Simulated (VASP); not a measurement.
# LiF (Fm-3m) in VASP: further runs, part 2 of 2

VASP 6.6.1.

## Step 3: Single point, PBE-based global hybrid with 35 % exact exchange

POSCAR

```
LiF
1.0
    0.0000000000      1.9948691814      1.9948691814
    1.9948691814      0.0000000000      1.9948691814
    1.9948691814      1.9948691814      0.0000000000
Li F
1 1
Direct
    0.0000000000      0.0000000000      0.0000000000
    0.5000000000      0.5000000000      0.5000000000
```

INCAR.step1

```
  PREC = Accurate
  ENCUT = 520
  EDIFF = 1E-5
  ISMEAR = 0
  SIGMA = 0.01
  LREAL = False
  LASPH = True
  NELM = 100
  ALGO = Normal
  ISIF = 2
  LWAVE = True
  NBANDS = 12
  GGA = PE
```

INCAR.step2

```
  PREC = Accurate
  ENCUT = 520
  EDIFF = 1E-7
  ISMEAR = 0
  SIGMA = 0.01
  LREAL = False
  LASPH = True
  NELM = 100
  ALGO = Normal
  ISIF = 2
  LWAVE = False
  LCHARG = True
  GGA = PE
  LHFCALC = True
  AEXX = 0.35
  PRECFOCK = Normal
  LELF = True
  LVHAR = True
  NBANDS = 12
  ISTART = 1
```

KPOINTS

```
Automatic mesh
0
Gamma
  6 6 6
```

Potentials or basis: VASP PAW PBE potentials, release 64 (Li_sv, F).

On the command line:

```console
$ cat potpaw_PBE.64/Li_sv/POTCAR potpaw_PBE.64/F/POTCAR > POTCAR
$ cp INCAR.step1 INCAR
$ mpirun -np 1 vasp_std > vasp.out
$ cp INCAR.step2 INCAR
$ mpirun -np 1 vasp_std > vasp.out
```

OUTCAR:

```text
PREC = Accurate
   ENCUT = 520
   EDIFF = 1E-7
   ISMEAR = 0
   LREAL = False
   LASPH = True
   NELM = 100
   ISIF = 2
   GGA = PE
   LHFCALC = True
   AEXX = 0.35
   PRECFOCK = Normal
   ISTART = 1

 ion  position               nearest neighbor table
   1  0.000  0.000  0.000-   2 1.99   2 1.99   2 1.99   2 1.99   2 1.99   2 1.99
   2  0.500  0.500  0.500-   1 1.99   1 1.99   1 1.99   1 1.99   1 1.99   1 1.99

  LATTYP: Found a face centered cubic cell.
 ALAT       =     3.9897383628

  Lattice vectors:

 A1 = (   0.0000000000,   1.9948691814,   1.9948691814)
 A2 = (   1.9948691814,   0.0000000000,   1.9948691814)
 A3 = (   1.9948691814,   1.9948691814,   0.0000000000)

Analysis of symmetry for initial positions (statically):
=====================================================================
 Subroutine PRICEL returns:
 Original cell was already a primitive cell.

 Routine SETGRP: Setting up the symmetry group for a
 face centered cubic supercell.

 Subroutine GETGRP returns: Found 48 space group operations
 (whereof 48 operations were pure point group operations)
 out of a pool of 48 trial point group operations.

The static configuration has the point symmetry O_h .

Analysis of symmetry for dynamics (positions and initial velocities):
=====================================================================
 Subroutine PRICEL returns:
 Original cell was already a primitive cell.

 Routine SETGRP: Setting up the symmetry group for a
 face centered cubic supercell.

 Subroutine GETGRP returns: Found 48 space group operations
 (whereof 48 operations were pure point group operations)
 out of a pool of 48 trial point group operations.

The dynamic configuration has the point symmetry O_h .

 Subroutine INISYM returns: Found 48 space group operations
 (whereof 48 operations are pure point group operations),
 and found     1 'primitive' translations

----------------------------------------------------------------------------------------

[... 120 lines left out ...]
   LEPSILON=     F    determine dielectric tensor
   LRPA    =     F    only Hartree local field effects (RPA)
 non-spin polarized calculation
 Gauss-broadening in eV      SIGMA  =   0.01
  energy-cutoff  :      520.00
  volume of cell :       15.88
 maximum number of plane-waves:       444
 NGX is ok and might be reduce to    24
  NGX = 16; NGY = 16; NGZ = 16

 number of electron       9.9999997 magnetization

 Free energy of the ion-electron system (eV)
  ---------------------------------------------------
  ext. energy  EPLUGINS =         0.00000000
  ---------------------------------------------------
  free energy    TOTEN  =       -12.84675042 eV

  energy without entropy =      -12.84675042  energy(sigma->0) =      -12.84675042

 E-fermi :  -3.6097     XC(G=0):  -7.0220

 val. band max:       -3.8568560907   @ k =   0.0000   0.0000   0.0000
 cond. band min:       9.8229543242   @ k =   0.0000   0.0000   0.0000
 fundamental gap:     13.6798104149
 Fermi energy:        -3.6096541886

 k-point     1 :       0.0000    0.0000    0.0000
  band No.  band energies     occupation
      1     -47.5763      2.00000
      2     -26.1563      2.00000
      3      -3.8569      2.00000
      4      -3.8569      2.00000
      5      -3.8569      2.00000
      6       9.8230      0.00000
      7      25.3406      0.00000
      8      25.3406      0.00000
      9      25.3406      0.00000
     10      25.3887      0.00000
     11      25.3887      0.00000
     12      25.3887      0.00000
[... 211 lines left out ...]
 k-point    16 :      -0.3333    0.5000    0.1667
  band No.  band energies     occupation
      1     -47.4885      2.00000
      2     -25.3917      2.00000
      3      -6.6867      2.00000
      4      -5.5947      2.00000
      5      -4.8212      2.00000
      6      15.9786      0.00000
      7      16.3163      0.00000
      8      18.5749      0.00000
      9      20.8556      0.00000
     10      25.2126      0.00000
     11      32.9931      0.00000
     12      35.9716      0.00000

------------------------ aborting loop because EDIFF is reached ----------------------------------------

  FORCE on cell =-STRESS in cart. coord.  units (eV):
  Direction    XX          YY          ZZ          XY          YZ          ZX
  --------------------------------------------------------------------------------------
  -------------------------------------------------------------------------------------
  Total       -0.0292893     -0.0292893     -0.0292893      0.0000000      0.0000000     -0.0000000
  in kB       -2.9556085     -2.9556085     -2.9556085      0.0000000      0.0000000     -0.0000000
  external PRESSURE =      -2.9556085 kB  Pullay stress =       0.0000000 kB

 VOLUME and BASIS-vectors are now :
 -----------------------------------------------------------------------------
  energy-cutoff  :      520.00
  volume of cell :       15.88
      direct lattice vectors                 reciprocal lattice vectors
     0.000000000  1.994869181  1.994869181    -0.250643002  0.250643002  0.250643002
     1.994869181  0.000000000  1.994869181     0.250643002 -0.250643002  0.250643002
     1.994869181  1.994869181  0.000000000     0.250643002  0.250643002 -0.250643002

 POSITION                                       TOTAL-FORCE (eV/Angst)
 -----------------------------------------------------------------------------------
      0.00000      0.00000      0.00000         0.000000     -0.000000     -0.000000
      1.99487      1.99487      1.99487        -0.000000      0.000000      0.000000
 -----------------------------------------------------------------------------------
    total drift:                               -0.000000      0.000000     -0.000000

  FREE ENERGIE OF THE ION-ELECTRON SYSTEM (eV)
  ---------------------------------------------------
  free  energy   TOTEN  =       -12.8467504236 eV

  energy  without entropy=      -12.8467504236  energy(sigma->0) =      -12.84675042
```

OSZICAR.step1:

```text
N       E                     dE             d eps       ncg     rms          rms(c)
DAV:   1     0.338280198463E+02    0.33828E+02   -0.52667E+03   408   0.834E+02
DAV:   2    -0.886162427270E+01   -0.42690E+02   -0.41708E+02   480   0.195E+02
DAV:   3    -0.101260659460E+02   -0.12644E+01   -0.12619E+01   516   0.284E+01
DAV:   4    -0.101386454928E+02   -0.12580E-01   -0.12579E-01   432   0.311E+00
DAV:   5    -0.101388444388E+02   -0.19895E-03   -0.19895E-03   544   0.244E-01    0.454E+00
DAV:   6    -0.961716769944E+01    0.52168E+00   -0.24574E+00   420   0.980E+00    0.137E+00
DAV:   7    -0.962147997411E+01   -0.43123E-02   -0.18904E-02   508   0.121E+00    0.854E-01
DAV:   8    -0.962815541059E+01   -0.66754E-02   -0.14576E-02   472   0.125E+00    0.107E-01
DAV:   9    -0.962818068663E+01   -0.25276E-04   -0.86603E-04   440   0.268E-01    0.421E-02
DAV:  10    -0.962825436370E+01   -0.73677E-04   -0.12552E-04   428   0.874E-02    0.135E-02
DAV:  11    -0.962825674219E+01   -0.23785E-05   -0.46459E-06   304   0.209E-02
   1 F= -.96282567E+01 E0= -.96282567E+01  d E =-.311329-166
```

It took 5.7 min on 1 thread of AMD EPYC 7R43 (Zen 3), shared host; peak memory 0.1 GiB.

Results:

| Property | Result |
| --- | --- |
| Free energy | -12.8468 eV |
| Band gap on the k mesh | 13.68 eV |

Caveat: the k points lie up to 0.45 Å⁻¹ apart; the cutoff is under 1.25 times the usual one of these potentials, so pressure, stress and relaxed cells hold a basis-set (Pulay) error; the PAW data sets were made with another functional, which shifts forces and pressure a little.

## Step 4: Single point, HSE06

POSCAR is that of step 3.

INCAR.step1

```
SYSTEM = LiF
ALGO = Normal ; EDIFF = 1E-5
ENCUT = 520 ; GGA = PE
ISIF = 2 ; ISMEAR = 0
LASPH = .True. ; LCHARG = .False.
LREAL = .False. ; LWAVE = .True.
NBANDS = 12 ; NELM = 100
PREC = Accurate ; SIGMA = 0.05
```

INCAR.step2

```
SYSTEM = LiF
ALGO = Normal ; EDIFF = 1E-6
ENCUT = 520 ; GGA = PE
HFSCREEN = 0.2079 ; ISIF = 2
ISMEAR = 0 ; ISTART = 1
LASPH = .True. ; LCHARG = .False.
LHFCALC = .True. ; LREAL = .False.
LWAVE = .False. ; NBANDS = 12
NELM = 100 ; PREC = Accurate
PRECFOCK = Normal ; SIGMA = 0.05
```

KPOINTS

```
k-points
0
Gamma
  6 6 6
  0 0 0
```

Potentials or basis: VASP PAW PBE potentials, release 64 (Li_sv, F).

On the command line:

```console
$ cat potpaw_PBE.64/Li_sv/POTCAR potpaw_PBE.64/F/POTCAR > POTCAR
$ cp INCAR.step1 INCAR
$ mpirun -np 1 vasp_std > vasp.out
$ cp INCAR.step2 INCAR
$ mpirun -np 1 vasp_std > vasp.out
```

OUTCAR:

```text
SYSTEM = LiF
   EDIFF = 1E-6
   ENCUT = 520
   GGA = PE
   HFSCREEN = 0.2079
   ISIF = 2
   ISMEAR = 0
   ISTART = 1
   LASPH = .True.
   LHFCALC = .True.
   LREAL = .False.
   NELM = 100
   PREC = Accurate
   PRECFOCK = Normal

 ion  position               nearest neighbor table
   1  0.000  0.000  0.000-   2 1.99   2 1.99   2 1.99   2 1.99   2 1.99   2 1.99
   2  0.500  0.500  0.500-   1 1.99   1 1.99   1 1.99   1 1.99   1 1.99   1 1.99

  LATTYP: Found a face centered cubic cell.
 ALAT       =     3.9897383628

  Lattice vectors:

 A1 = (   0.0000000000,   1.9948691814,   1.9948691814)
 A2 = (   1.9948691814,   0.0000000000,   1.9948691814)
 A3 = (   1.9948691814,   1.9948691814,   0.0000000000)

Analysis of symmetry for initial positions (statically):
=====================================================================
 Subroutine PRICEL returns:
 Original cell was already a primitive cell.

 Routine SETGRP: Setting up the symmetry group for a
 face centered cubic supercell.

 Subroutine GETGRP returns: Found 48 space group operations
 (whereof 48 operations were pure point group operations)
 out of a pool of 48 trial point group operations.

The static configuration has the point symmetry O_h .

Analysis of symmetry for dynamics (positions and initial velocities):
=====================================================================
 Subroutine PRICEL returns:
 Original cell was already a primitive cell.

 Routine SETGRP: Setting up the symmetry group for a
 face centered cubic supercell.

 Subroutine GETGRP returns: Found 48 space group operations
 (whereof 48 operations were pure point group operations)
 out of a pool of 48 trial point group operations.

The dynamic configuration has the point symmetry O_h .

 Subroutine INISYM returns: Found 48 space group operations
 (whereof 48 operations are pure point group operations),
 and found     1 'primitive' translations

----------------------------------------------------------------------------------------

[... 121 lines left out ...]
   LRPA    =     F    only Hartree local field effects (RPA)
 non-spin polarized calculation
 Gauss-broadening in eV      SIGMA  =   0.05
  energy-cutoff  :      520.00
  volume of cell :       15.88
 maximum number of plane-waves:       444
 NGX is ok and might be reduce to    24
  NGX = 16; NGY = 16; NGZ = 16

 number of electron       9.9999997 magnetization

 Free energy of the ion-electron system (eV)
  ---------------------------------------------------
  ext. energy  EPLUGINS =         0.00000000
  ---------------------------------------------------
  free energy    TOTEN  =       -11.38628558 eV

  energy without entropy =      -11.38628558  energy(sigma->0) =      -11.38628558

 E-fermi :  -2.1835     XC(G=0):  -8.2758

 val. band max:       -2.5617129580   @ k =   0.0000   0.0000   0.0000
 cond. band min:       9.1052961006   @ k =   0.0000   0.0000   0.0000
 fundamental gap:     11.6670090586
 Fermi energy:        -2.1834707001

 k-point     1 :       0.0000    0.0000    0.0000
  band No.  band energies     occupation
      1     -45.4686      2.00000
      2     -24.2186      2.00000
      3      -2.5617      2.00000
      4      -2.5617      2.00000
      5      -2.5617      2.00000
      6       9.1053      0.00000
      7      24.4372      0.00000
      8      24.4372      0.00000
      9      24.4373      0.00000
     10      24.5693      0.00000
     11      24.5693      0.00000
     12      24.5693      0.00000
[... 211 lines left out ...]
 k-point    16 :      -0.3333    0.5000    0.1667
  band No.  band energies     occupation
      1     -45.3821      2.00000
      2     -23.4688      2.00000
      3      -5.3322      2.00000
      4      -4.2607      2.00000
      5      -3.4981      2.00000
      6      15.1416      0.00000
      7      15.5341      0.00000
      8      17.7331      0.00000
      9      19.9671      0.00000
     10      24.3476      0.00000
     11      32.1266      0.00000
     12      34.9368      0.00000

------------------------ aborting loop because EDIFF is reached ----------------------------------------

  FORCE on cell =-STRESS in cart. coord.  units (eV):
  Direction    XX          YY          ZZ          XY          YZ          ZX
  --------------------------------------------------------------------------------------
  -------------------------------------------------------------------------------------
  Total        0.1101775      0.1101775      0.1101775      0.0000000      0.0000000     -0.0000000
  in kB       11.1180897     11.1180897     11.1180897      0.0000000      0.0000000     -0.0000000
  external PRESSURE =      11.1180897 kB  Pullay stress =       0.0000000 kB

 VOLUME and BASIS-vectors are now :
 -----------------------------------------------------------------------------
  energy-cutoff  :      520.00
  volume of cell :       15.88
      direct lattice vectors                 reciprocal lattice vectors
     0.000000000  1.994869181  1.994869181    -0.250643002  0.250643002  0.250643002
     1.994869181  0.000000000  1.994869181     0.250643002 -0.250643002  0.250643002
     1.994869181  1.994869181  0.000000000     0.250643002  0.250643002 -0.250643002

 POSITION                                       TOTAL-FORCE (eV/Angst)
 -----------------------------------------------------------------------------------
      0.00000      0.00000      0.00000         0.000000     -0.000000      0.000000
      1.99487      1.99487      1.99487        -0.000000      0.000000     -0.000000
 -----------------------------------------------------------------------------------
    total drift:                                0.000000     -0.000000     -0.000000

  FREE ENERGIE OF THE ION-ELECTRON SYSTEM (eV)
  ---------------------------------------------------
  free  energy   TOTEN  =       -11.3862855848 eV

  energy  without entropy=      -11.3862855848  energy(sigma->0) =      -11.38628558
```

It took 5.8 min on 1 thread of AMD EPYC 7R43 (Zen 3), shared host; peak memory 0.2 GiB.

What came out:

```yaml
Free_energy: -11.3863 eV
Band_gap_on_the_k_mesh: 11.67 eV
```

Caveat: the k points lie up to 0.45 Å⁻¹ apart; the cutoff is under 1.25 times the usual one of these potentials, so pressure, stress and relaxed cells hold a basis-set (Pulay) error; the PAW data sets were made with another functional, which shifts forces and pressure a little.

## Step 5: Overview

```csv
level,smearing,share of exact exchange,screening parameter,gap on the mesh (eV)
PBE-based screened hybrid with 15 % exact exchange,gaussian 0.01 eV,0.15,0.2078 1/Å,10.73
PBE-based global hybrid with 35 % exact exchange,gaussian 0.01 eV,0.35,-,13.68
HSE06,gaussian 0.05 eV,0.25,0.2079 1/Å,11.67
```

Alike in all rows: task single point; potentials or basis VASP PAW PBE potentials, release 64 (Li_sv, F); no spin polarisation; cell as given; k mesh 6 × 6 × 6; cutoff (eV) 520.

Caveats: all runs use coarse meshes; the cutoff is under 1.25 times the usual one of these potentials, so pressure, stress and relaxed cells hold a basis-set (Pulay) error; the PAW data sets were made with another functional, which shifts forces and pressure a little.

Absolute energies hang on the potentials; compare differences alone.
